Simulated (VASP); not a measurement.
## ZnS: single point with r2SCAN

ZnS:

```
Zn S
1.0
     0.00000    2.70465    2.81284
     2.70465    0.00000    2.81284
     2.70465    2.70465    0.00000
Zn S
1 1
Direct
  0.00000 0.00000 0.00000
  0.75000 0.75000 0.75000
```

This cell differs from its parent crystal: strain +0.000 along x and y, +0.040 along z.

```
Program             : VASP 6.6.1
Task                : single point
Functional          : r2SCAN
Potentials or basis : VASP PAW PBE potentials, release 64 (Zn, S)
Cutoff              : 520 eV
k mesh              : 8 × 8 × 8
Occupations         : gaussian, width 0.05 eV
Spin                : no spin polarisation
```

| Item | Value |
| --- | --- |
| Pressure | -3.5 GPa |
| Band gap on the k mesh | 2.43 eV |

Stress tensor (GPa, compression positive):
```
-2.90  0.00  0.00
 0.00 -2.90  0.00
 0.00  0.00 -4.80
```

Levels at points of the mesh, in eV from the valence-band top:
```tsv
k point	band 5	band 6	band 7	band 8	band 9	band 10	band 11	band 12	band 13	band 14
(0.00, 0.00, 0.00)	-5.90	-5.89	-0.15	0.00	0.00	2.43	6.89	6.89	6.90	11.80
(0.50, 0.00, 0.00)	-5.87	-5.72	-5.15	-0.98	-0.76	3.66	7.23	7.54	9.20	12.57
(0.50, 0.50, 0.00)	-5.83	-5.74	-4.64	-2.04	-2.04	3.91	4.69	11.09	12.53	12.53
(0.50, 0.00, 0.50)	-5.83	-5.68	-4.41	-2.28	-2.20	3.71	4.31	11.52	12.22	12.54
```

It took 6 min on 1 thread of Intel Xeon 8259CL, with other jobs on the host, peak memory 0.19 GiB.

Caveat: the cell differs from its parent crystal (strain +0.000 along x and y, +0.040 along z); the cell stands under tension; the PAW data sets were made with another functional, which shifts forces and pressure a little.
